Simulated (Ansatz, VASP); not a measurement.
**One calculation of Tl, two programs**

File INCAR:

```
  PREC = Accurate
  ENCUT = 520
  EDIFF = 1E-6
  ISMEAR = -1
  SIGMA = 0.1
  LREAL = F
  LASPH = T
  NELM = 60
  ALGO = Normal
  ISIF = 2
  LWAVE = F
  LCHARG = T
  GGA = RP
  LELF = T
  LVHAR = T
  NBANDS = 20
```

The input KPOINTS:

```
Automatic mesh
0
Gamma
  9 9 9
```

POSCAR

```
Tl
1.0
    0.0000000000      3.6660361720      3.6660361720
    3.6660361720      0.0000000000      3.6660361720
    3.6660361720      3.6660361720      0.0000000000
Tl
2
Direct
    0.1250000000      0.1250000000      0.1250000000
    0.8750000000      0.8750000000      0.8750000000
```

Input for Ansatz:

```yaml
crystal:
  lattice:
    - [0.0, 3.666036172, 3.666036172]
    - [3.666036172, 0.0, 3.666036172]
    - [3.666036172, 3.666036172, 0.0]
  atoms:
    - { symbol: Tl, position: [0.125, 0.125, 0.125] }
    - { symbol: Tl, position: [0.875, 0.875, 0.875] }
hamiltonian:
  xc: rpbe
  pseudopotentials:
    kind: paw
    azcp:
      Tl: "pseudopotentials/Tl.paw.azcp"
basis:
  ecutwfc: 420
  fft_grid_basis: typed
kpoints:
  mp_grid: { grid: [9, 9, 9], shift: [0, 0, 0] }
magnetization:
  spin_polarized: false
scf:
  occupations: { method: fermi_dirac, width: 0.1 }
  lower_state_search: "off"
output:
  stress: true
```

Alike in both runs: task single point; functional RPBE; k mesh 9 × 9 × 9; occupations fermi-dirac, width 0.1 eV; no spin polarisation.

|  | VASP | Ansatz |
| --- | --- | --- |
| version | VASP 6.6.1 | Ansatz 0.2.0 |
| potentials or method | VASP PAW PBE potentials, release 64 (Tl_d), cutoff 520 eV | plane waves (420 eV) with PAW, scalar-relativistic |
| valence electrons in the cell | 26 | 26 |

|  | VASP | Ansatz | Ansatz less VASP |
| --- | --- | --- | --- |
| pressure (GPa) | 0.0 | 0.0 | +0.04 |

VASP's potentials were made for PBE, not for RPBE. With one functional, cell and mesh, what is left measures potentials, basis and numerics.

Neither program's run includes spin-orbit coupling.
